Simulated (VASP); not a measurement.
# Ge (P6_3/mmc) in VASP: a series of runs

Runs on Ge. Level: r2SCAN. Tasks: single point.

Everything below comes from runs of VASP 6.6.1. Logs are shortened: lines on timing, memory, paths and dates and some standing lists are left out, and cuts for length are marked.

**1. The cell of the first run**

It takes space group P6_3/mmc (No. 194, hexagonal). The conventional cell has a = 4.116 Å, b = 4.116 Å, c = 6.702 Å, α = 90.00°, β = 90.00°, γ = 120.00°. Ge (site symmetry 3m) has 4 Ge at 2.51 to 2.52 Å within 3.3 Å.

This isn't the form of Ge at room conditions, which is diamond.

**2. Single point, r2SCAN (strain +0.030 along x and y, +0.015 along z)**

Input file POSCAR:

```
Ge
1.0
    4.1155181624      0.0000000000      0.0000000000
   -2.0577590812      3.5641432784      0.0000000000
    0.0000000000      0.0000000000      6.7017516230
Ge
4
Direct
    0.6666666667      0.3333333333      0.0629814339
    0.3333333333      0.6666666667      0.5629814339
    0.6666666667      0.3333333333      0.4370185661
    0.3333333333      0.6666666667      0.9370185661
```

Input file INCAR.step1:

```
ALGO = Normal
EDIFF = 1E-4
ENCUT = 520
GGA = PE
ISMEAR = 0
LASPH = T
LCHARG = F
LREAL = F
LWAVE = T
NBANDS = 36
NELM = 80
PREC = Accurate
SIGMA = 0.03
```

Input file INCAR.step2:

```
ALGO = Normal
EDIFF = 1E-7
ENCUT = 520
ISIF = 2
ISMEAR = 0
ISTART = 1
LASPH = T
LCHARG = T
LELF = T
LMIXTAU = T
LREAL = F
LVHAR = T
LWAVE = F
METAGGA = R2SCAN
NBANDS = 36
NELM = 80
PREC = Accurate
SIGMA = 0.03
```

Input file KPOINTS:

```
k-points
0
Gamma
  12 12 6
```

Potentials or basis: VASP PAW PBE potentials, release 64 (Ge_d).

Command:

```sh
$ cat potpaw_PBE.64/Ge_d/POTCAR > POTCAR
$ cp INCAR.step1 INCAR
$ mpirun -np 1 vasp_std > vasp.out
$ cp INCAR.step2 INCAR
$ mpirun -np 1 vasp_std > vasp.out
```

OUTCAR:

```text
EDIFF = 1E-7
   ENCUT = 520
   ISIF = 2
   ISMEAR = 0
   ISTART = 1
   LASPH = T
   LREAL = F
   METAGGA = R2SCAN
   NELM = 80
   PREC = Accurate

 ion  position               nearest neighbor table
   1  0.667  0.333  0.063-   3 2.51   4 2.52   4 2.52   4 2.52
   2  0.333  0.667  0.563-   4 2.51   3 2.52   3 2.52   3 2.52
   3  0.667  0.333  0.437-   1 2.51   2 2.52   2 2.52   2 2.52
   4  0.333  0.667  0.937-   2 2.51   1 2.52   1 2.52   1 2.52

  LATTYP: Found a hexagonal cell.
 ALAT       =     4.1155181624
 C/A-ratio  =     1.6284101682

  Lattice vectors:

 A1 = (   4.1155181624,   0.0000000000,   0.0000000000)
 A2 = (  -2.0577590812,   3.5641432784,   0.0000000000)
 A3 = (   0.0000000000,   0.0000000000,   6.7017516230)

Analysis of symmetry for initial positions (statically):
=====================================================================
 Subroutine PRICEL returns:
 Original cell was already a primitive cell.

 Routine SETGRP: Setting up the symmetry group for a
 hexagonal supercell.

 Subroutine GETGRP returns: Found 24 space group operations
 (whereof 12 operations were pure point group operations)
 out of a pool of 24 trial point group operations.

The static configuration has the point symmetry D_3d.
 The point group associated with its full space group is D_6h.

Analysis of symmetry for dynamics (positions and initial velocities):
=====================================================================
 Subroutine PRICEL returns:
 Original cell was already a primitive cell.

 Routine SETGRP: Setting up the symmetry group for a
 hexagonal supercell.

 Subroutine GETGRP returns: Found 24 space group operations
 (whereof 12 operations were pure point group operations)
 out of a pool of 24 trial point group operations.

The dynamic configuration has the point symmetry D_3d.
 The point group associated with its full space group is D_6h.

 Subroutine INISYM returns: Found 24 space group operations
 (whereof 12 operations are pure point group operations),
 and found     1 'primitive' translations

----------------------------------------------------------------------------------------

                                     Primitive cell

  volume of cell :      98.3033

  direct lattice vectors                    reciprocal lattice vectors
     4.115518162  0.000000000  0.000000000     0.242982769  0.140286167  0.000000000
    -2.057759081  3.564143278  0.000000000     0.000000000  0.280572334  0.000000000
     0.000000000  0.000000000  6.701751623     0.000000000  0.000000000  0.149214721

  length of vectors
     4.115518162  4.115518162  6.701751623     0.280572334  0.280572334  0.149214721

  position of ions in fractional coordinates (direct lattice)
     0.666666667  0.333333333  0.062981434
     0.333333333  0.666666667  0.562981434
     0.666666667  0.333333333  0.437018566
     0.333333333  0.666666667  0.937018566

  ion indices of the primitive-cell ions
   primitive index   ion index
                 1           1
                 2           2
                 3           3
                 4           4

----------------------------------------------------------------------------------------

 KPOINTS: k-points

Automatic generation of k-mesh.
 Grid dimensions read from file:
 generate k-points for:   12   12    6

 Generating k-lattice:

  Cartesian coordinates                     Fractional coordinates (reciprocal lattice)
     0.020248564  0.011690514  0.000000000     0.083333333  0.000000000  0.000000000
     0.000000000  0.023381028  0.000000000     0.000000000  0.083333333  0.000000000
     0.000000000  0.000000000  0.024869120     0.000000000  0.000000000  0.166666667

  Length of vectors
     0.023381028  0.023381028  0.024869120

  Shift w.r.t. Gamma in fractional coordinates (k-lattice)
     0.000000000  0.000000000  0.000000000

 Subroutine IBZKPT returns following result:
 ===========================================

 Found     76 irreducible k-points:

 Following reciprocal coordinates:
            Coordinates               Weight
  0.000000  0.000000  0.000000      1.000000
  0.083333  0.000000  0.000000      6.000000
  0.166667  0.000000  0.000000      6.000000
  0.250000  0.000000  0.000000      6.000000
  0.333333  0.000000  0.000000      6.000000
  0.416667  0.000000  0.000000      6.000000
[... 16 lines left out ...]
  0.250000  0.000000  0.166667     12.000000
  0.333333  0.000000  0.166667     12.000000
 [... further k-points ...]
   k-points           NKPTS =     76   k-points in BZ     NKDIM =     76   number of bands    NBANDS=     36
   number of dos      NEDOS =    301   number of ions     NIONS =      4
   total plane-waves  NPLWV =  51200
   dimension x,y,z NGX =    32 NGY =   32 NGZ =   50
   dimension x,y,z NGXF=    64 NGYF=   64 NGZF=  100
   ions per type =               4
   NGX,Y,Z   is equivalent  to a cutoff of  12.93, 12.93, 12.40 a.u.
   NGXF,Y,Z  is equivalent  to a cutoff of  25.85, 25.85, 24.81 a.u.
 SYSTEM =  unknown system
   PREC   = accura    normal or accurate (medium, high low for compatibility)
   ISTART =      1    job   : 0-new  1-cont  2-samecut
   ICHARG =      0    charge: 1-file 2-atom 10-const
   ISPIN  =      1    spin polarized calculation?
   LNONCOLLINEAR =      F non collinear calculations
   LSORBIT =      F    spin-orbit coupling
   LASPH  =      T    aspherical Exc in radial PAW
   ENCUT  =  520.0 eV  38.22 Ry    6.18 a.u.   7.65  7.65 12.46*2*pi/ulx,y,z
   NELM   =     80;   NELMIN=  2; NELMDL=  0     # of ELM steps
   EDIFF  = 0.1E-06   stopping-criterion for ELM
   LREAL  =      F    real-space projection
   EDIFFG = 0.1E-05   stopping-criterion for IOM
   NSW    =      0    number of steps for IOM
   IBRION =     -1    ionic relax: 0-MD 1-quasi-New 2-CG
   NFREE  =      0    steps in history (QN), initial steepest desc. (CG)
   ISIF   =      2    stress and relaxation
   ISYM   =      2    0-nonsym 1-usesym 2-fastsym
   POTIM  = 0.5000    time-step for ionic-motion
   TEBEG  =    0.0;   TEEND  =   0.0 temperature during run
   PSTRESS=    0.0 pullay stress
   NELECT =      56.0000    total number of electrons
   NUPDOWN=      -1.0000    fix difference up-down
   EMIN   =  10.00;   EMAX   =-10.00  energy-range for DOS
   EFERMI =   0.00;   METHOD = LEGACY
   ISMEAR =     0;   SIGMA  =   0.03  broadening in eV -4-tet -1-fermi 0-gaus
   EFERMI_NEDOS =   21; number of points for ismear=-14 and -15
   IALGO  =     38    algorithm
   IMIX   =      4    mixing-type and parameters
     AMIX     =   0.40;   BMIX     =  1.00
     AMIX_MAG =   1.60;   BMIX_MAG =  1.00
  volume/ion in A,a.u.               =      24.58       165.85
  Fermi-wavevector in a.u.,A,eV,Ry     =   1.357109  2.564565 25.058472  1.841746
  Thomas-Fermi vector in A             =   2.484056
   LORBIT       =      0    0 simple, 1 ext, 2 COOP (PROOUT), +10 PAW based schemes
   METAGGA = R2SCAN    functional components
   LHFCALC =     F    Hartree Fock is set to
   AEXX    =    0.0000 exact exchange contribution
   IVDW    =     0    specifies the selected vdW correction
   LEPSILON=     F    determine dielectric tensor
   LRPA    =     F    only Hartree local field effects (RPA)
 non-spin polarized calculation
 Gauss-broadening in eV      SIGMA  =   0.03
  energy-cutoff  :      520.00
  volume of cell :       98.30
 maximum number of plane-waves:      2671
 NGX is ok and might be reduce to    32
   NGX = 15   NGY = 15   NGZ = 25

 number of electron      56.0000035 magnetization

 Free energy of the ion-electron system (eV)
  ---------------------------------------------------
  ext. energy  EPLUGINS =         0.00000000
  ---------------------------------------------------
  free energy    TOTEN  =       -55.31386152 eV

  energy without entropy =      -55.31372907  energy(sigma->0) =      -55.31379529

 E-fermi :   4.0560     XC(G=0): -10.3910

 val. band max:        4.0415999645   @ k =   0.0833   0.0000   0.0000
 cond. band min:       4.1927675770   @ k =   0.0000   0.0000   0.0000
 fundamental gap:      0.1511676125
 Fermi energy:         4.0559691599

 k-point     1 :       0.0000    0.0000    0.0000
  band No.  band energies     occupation
      1     -21.3926      2.00000
      2     -21.3925      2.00000
      3     -21.3707      2.00000
      4     -21.3574      2.00000
      5     -21.3574      2.00000
      6     -21.3569      2.00000
[... 28 lines left out ...]
     35       8.7573      0.00000
     36      10.5839      0.00000

 k-point     2 :       0.0833    0.0000    0.0000
  band No.  band energies     occupation
      1     -21.3976      2.00000
      2     -21.3938      2.00000
      3     -21.3738      2.00000
      4     -21.3596      2.00000
      5     -21.3574      2.00000
      6     -21.3507      2.00000
[... 28 lines left out ...]
     35       9.0535      0.00000
     36      10.9183      0.00000

 k-point     3 :       0.1667    0.0000    0.0000
  band No.  band energies     occupation
      1     -21.4058      2.00000
      2     -21.3965      2.00000
      3     -21.3803      2.00000
      4     -21.3647      2.00000
      5     -21.3567      2.00000
      6     -21.3411      2.00000
[... 28 lines left out ...]
     35       9.8316      0.00000
     36      10.2905      0.00000

 k-point     4 :       0.2500    0.0000    0.0000
  band No.  band energies     occupation
      1     -21.4114      2.00000
      2     -21.3990      2.00000
      3     -21.3876      2.00000
      4     -21.3698      2.00000
      5     -21.3538      2.00000
      6     -21.3335      2.00000
[... 28 lines left out ...]
     35      10.3992      0.00000
     36      10.8962      0.00000

 k-point     5 :       0.3333    0.0000    0.0000
  band No.  band energies     occupation
      1     -21.4135      2.00000
      2     -21.4004      2.00000
      3     -21.3947      2.00000
      4     -21.3738      2.00000
      5     -21.3482      2.00000
      6     -21.3279      2.00000
[... 655 lines left out ...]
 k-point    22 :       0.1667    0.0000    0.1667
  band No.  band energies     occupation
      1     -21.4034      2.00000
      2     -21.3949      2.00000
      3     -21.3786      2.00000
      4     -21.3679      2.00000
      5     -21.3604      2.00000
      6     -21.3422      2.00000
[... 28 lines left out ...]
     35       9.6215      0.00000
     36      10.6727      0.00000

 k-point    23 :       0.2500    0.0000    0.1667
  band No.  band energies     occupation
      1     -21.4088      2.00000
      2     -21.3974      2.00000
      3     -21.3856      2.00000
      4     -21.3725      2.00000
      5     -21.3572      2.00000
      6     -21.3345      2.00000
[... 28 lines left out ...]
     35      10.5018      0.00000
     36      10.6514      0.00000

 k-point    24 :       0.3333    0.0000    0.1667
  band No.  band energies     occupation
      1     -21.4106      2.00000
      2     -21.3990      2.00000
      3     -21.3923      2.00000
      4     -21.3761      2.00000
      5     -21.3512      2.00000
      6     -21.3286      2.00000
[... 28 lines left out ...]
     35      11.1637      0.00000
     36      11.7387      0.00000

 [... further k-points ...]

------------------------ aborting loop because EDIFF is reached ----------------------------------------

  FORCE on cell =-STRESS in cart. coord.  units (eV):
  Direction    XX          YY          ZZ          XY          YZ          ZX
  --------------------------------------------------------------------------------------
  -------------------------------------------------------------------------------------
  Total       -3.0824198     -3.0824198     -1.7895225      0.0000000      0.0000000      0.0000000
  in kB      -50.2382331    -50.2382331    -29.1661935      0.0000000      0.0000000      0.0000000
  external PRESSURE =     -43.2142199 kB  Pullay stress =       0.0000000 kB

 VOLUME and BASIS-vectors are now :
 -----------------------------------------------------------------------------
  energy-cutoff  :      520.00
  volume of cell :       98.30
      direct lattice vectors                 reciprocal lattice vectors
     4.115518162  0.000000000  0.000000000     0.242982769  0.140286167  0.000000000
    -2.057759081  3.564143278  0.000000000     0.000000000  0.280572334  0.000000000
     0.000000000  0.000000000  6.701751623     0.000000000  0.000000000  0.149214721

 POSITION                                       TOTAL-FORCE (eV/Angst)
 -----------------------------------------------------------------------------------
      2.05776      1.18805      0.42209         0.000000     -0.000000     -0.121245
     -0.00000      2.37610      3.77296        -0.000000     -0.000000     -0.121245
      2.05776      1.18805      2.92879         0.000000     -0.000000      0.121245
     -0.00000      2.37610      6.27967        -0.000000      0.000000      0.121245
 -----------------------------------------------------------------------------------
    total drift:                               -0.000000      0.000000     -0.000000

  FREE ENERGIE OF THE ION-ELECTRON SYSTEM (eV)
  ---------------------------------------------------
  free  energy   TOTEN  =       -55.3138615176 eV

  energy  without entropy=      -55.3137290651  energy(sigma->0) =      -55.31379529
```

Run time: 6.4 min. Hardware: 1 thread of Intel Xeon 6975P-C (Granite Rapids), shared host; peak memory 0.35 GiB.

Results:

- Free energy: -55.3139 eV
- Pressure: -4.3 GPa
- Largest force: 0.121 eV/Å
- Band gap on the k mesh: zero (filled and empty bands overlap)

Forces on the atoms (eV/Å):
```
Ge   0.000  0.000 -0.121
Ge   0.000  0.000 -0.121
Ge   0.000  0.000  0.121
Ge   0.000  0.000  0.121
```

Levels at points of the mesh, in eV from the Fermi level:
```tsv
k point	band 24	band 25	band 26	band 27	band 28	band 29	band 30	band 31	band 32	band 33
(0.00, 0.00, 0.00)	-1.48	-1.48	-0.28	-0.13	-0.11	0.14	0.14	2.37	2.37	3.02
(0.50, 0.00, 0.00)	-6.71	-4.37	-2.97	-2.63	-1.35	0.77	1.77	3.87	3.88	4.62
(0.00, 0.00, 0.50)	-4.79	-0.85	-0.85	-0.85	-0.85	0.66	0.66	3.51	3.51	3.51
(0.50, 0.00, 0.50)	-7.82	-2.41	-2.41	-2.32	-2.32	0.72	0.72	2.50	2.50	6.26
```

Caveat: the cell differs from its parent crystal (strain +0.030 along x and y, +0.015 along z); the cell stands under tension; semilocal functionals underestimate gaps, and a narrow one can read as zero; the PAW data sets were made with another functional, which shifts forces and pressure a little.

[end of part 1 of 2]

The gap in the log of VASP goes by the Fermi energy; the results here count the filled bands.